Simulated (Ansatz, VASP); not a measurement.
# MnO in VASP and in Ansatz

File POSCAR:

```
MnO
1.0
    0.0000000000      2.2239077028      2.2239077028
    2.2239077028      0.0000000000      2.2239077028
    2.2239077028      2.2239077028      0.0000000000
Mn O
1 1
Direct
    0.0000000000      0.0000000000      0.0000000000
    0.5000000000      0.5000000000      0.5000000000
```

INCAR.step1

```
SYSTEM = MnO
PREC = Accurate
ENCUT = 660
ISMEAR = -1
SIGMA = 0.05
LREAL = .False.
LASPH = .True.
NELM = 200
ISPIN = 2
MAGMOM = 4 0
LMAXMIX = 4
LDAU = .True.
LDAUTYPE = 2
LDAUL = 2 -1
LDAUU = 2 0
LDAUJ = 0 0
NBANDS = 22
GGA = PE
ALGO = Normal
EDIFF = 1E-5
LWAVE = .True.
LCHARG = .False.
GGA_COMPAT = .False.
```

The input INCAR.step2:

```
SYSTEM = MnO
PREC = Accurate
ENCUT = 660
EDIFF = 1E-6
ISMEAR = -1
SIGMA = 0.05
LREAL = .False.
LASPH = .True.
NELM = 200
ALGO = Normal
ISIF = 2
LWAVE = .False.
LCHARG = .False.
ISPIN = 2
MAGMOM = 4 0
LORBIT = 11
LMAXMIX = 4
LDAU = .True.
LDAUTYPE = 2
LDAUL = 2 -1
LDAUU = 2 0
LDAUJ = 0 0
LDAUPRINT = 1
METAGGA = R2SCAN
LMIXTAU = .True.
NBANDS = 22
ISTART = 1
GGA_COMPAT = .False.
```

The input KPOINTS:

```
Automatic mesh
0
Gamma
  10 10 10
  0 0 0
```

The input input.yaml:

```yaml
crystal:
  lattice:
    - [0.0, 2.2239077028, 2.2239077028]
    - [2.2239077028, 0.0, 2.2239077028]
    - [2.2239077028, 2.2239077028, 0.0]
  atoms:
    - { symbol: Mn, position: [0.0, 0.0, 0.0], spin: 4.0 }
    - { symbol: O, position: [0.5, 0.5, 0.5] }
hamiltonian:
  xc: r2scan
  pseudopotentials: { kind: paw }
  hubbard: { sites: [{ species: Mn, l: d, u_eff: 2.0 }] }
magnetization:
  spin_polarized: true
kpoints:
  mp_grid: { grid: [10, 10, 10] }
  band_path:
    path:
      - [[0.0, 0.0, 0.0], [0.5, 0.0, 0.5], [0.5, 0.25, 0.75], [0.375, 0.375, 0.75], [0.0, 0.0, 0.0], [0.5, 0.5, 0.5], [0.625, 0.25, 0.625], [0.5, 0.25, 0.75], [0.5, 0.5, 0.5], [0.375, 0.375, 0.75]]
      - [[0.625, 0.25, 0.625], [0.5, 0.0, 0.5]]
    npoints: 14
scf:
  occupations: { method: fermi_dirac, width: 0.05 }
  n_extra_bands: 6
output:
  forces: true
  stress: true
  eigenvalues: true
  fatbands: false
```

Alike in both runs: functional r2SCAN; k mesh 10 × 10 × 10; occupations fermi-dirac, width 0.05 eV; collinear spin; Hubbard terms Mn d U = 2.0 eV.

|  | VASP | Ansatz |
| --- | --- | --- |
| version | VASP 6.6.1 | Ansatz 0.2.0 |
| potentials or method | VASP PAW PBE potentials, release 64 (Mn_sv, O) | Ansatz PAW |
| plane-wave cutoff (eV) | 660 | 500 |
| valence electrons in the cell | 21 | 21 |
| task | single point | band structure |

VASP gave:

```
gap on the k mesh at the Fermi level (eV)                     : 0.41
least direct gap on the mesh (eV)                             : 3.20
pressure (GPa)                                                : 0.1
net moment per atom (μB)                                      : 2.50
size of the moment on the site where the two differ most (μB) : 4.48
```

Task: Which values does Ansatz return?

Result: gap on the k mesh at the Fermi level (eV): 0.40; least direct gap on the mesh (eV): 3.12; pressure (GPa): 2.5; net moment per atom (μB): 2.50; size of the moment on the site where the two differ most (μB): 4.30.

VASP's potentials were made for PBE, not for r2SCAN. Site moments also hang on the region over which each program counts them. The programs project onto different local orbitals, so the same U acts differently, and such runs can settle in different states.

Noted on Ansatz's run: the magnetic or orbital state may not be the lowest.
